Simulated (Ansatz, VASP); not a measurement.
## One calculation of Mo, two programs

File POSCAR:

```
Mo
1.0
    0.0000000000      2.0150000000      2.0150000000
    2.0150000000      0.0000000000      2.0150000000
    2.0150000000      2.0150000000      0.0000000000
Mo
1
Direct
    0.0000000000      0.0000000000      0.0000000000
```

Contents of INCAR.step1:

```
PREC     = Accurate       # precision mode
ENCUT    = 520            # plane-wave cutoff, eV
ISMEAR   = 0              # smearing method
SIGMA    = 0.15           # smearing width, eV
LREAL    = False          # projectors in reciprocal space
LASPH    = True           # aspherical terms in the spheres
NELM     = 60             # most SCF steps
NBANDS   = 13             # bands
GGA      = PE             # functional
ALGO     = Normal         # electronic algorithm
EDIFF    = 1E-4           # SCF threshold, eV
LWAVE    = True           # write WAVECAR
LCHARG   = False          # write CHGCAR
```

File INCAR.step2:

```
PREC     = Accurate       # precision mode
ENCUT    = 520            # plane-wave cutoff, eV
EDIFF    = 1E-6           # SCF threshold, eV
ISMEAR   = 0              # smearing method
SIGMA    = 0.15           # smearing width, eV
LREAL    = False          # projectors in reciprocal space
LASPH    = True           # aspherical terms in the spheres
NELM     = 60             # most SCF steps
ALGO     = Normal         # electronic algorithm
ISIF     = 2              # what is computed and relaxed
LWAVE    = False          # write WAVECAR
LCHARG   = True           # write CHGCAR
METAGGA  = R2SCAN         # meta-GGA
LMIXTAU  = True         
LELF     = True           # ELF
LVHAR    = True         
NBANDS   = 13             # bands
ISTART   = 1
```

The input KPOINTS:

```
regular mesh
0
Gamma
  22 22 22
```

Input for Ansatz:

```yaml
crystal:
  lattice:
    - [0.0, 2.015, 2.015]
    - [2.015, 0.0, 2.015]
    - [2.015, 2.015, 0.0]
  atoms:
    - { symbol: Mo, position: [0.0, 0.0, 0.0] }
basis:
  ecutwfc: 500
kpoints:
  mp_grid: { grid: [22, 22, 22] }
hamiltonian:
  xc: r2scan
scf:
  occupations: { method: gaussian, width: 0.15 }
output:
  forces: true
  stress: true
  eigenvalues: true
```

Alike in both runs: task single point; functional r2SCAN; k mesh 22 × 22 × 22; occupations gaussian, width 0.15 eV; no spin polarisation.

|  | VASP | Ansatz |
| --- | --- | --- |
| version | VASP 6.6.1 | Ansatz 0.2.0 |
| potentials or method | VASP PAW PBE potentials, release 64 (Mo_sv), cutoff 520 eV | scalar-relativistic, plane waves, PAW |
| valence electrons in the cell | 14 | 14 |

VASP gave:

```
gap on the k mesh at the Fermi level (eV) : none
pressure (GPa)                            : -6.6
```

**Question.** What did Ansatz give for the same quantities?

**Answer.** gap on the k mesh at the Fermi level (eV): none; pressure (GPa): -7.4.

VASP's potentials were made for PBE, not for r2SCAN. A gap of «none» marks a metal or a gap that the smearing closes. With one functional, cell and mesh, what is left measures potentials, basis and numerics.
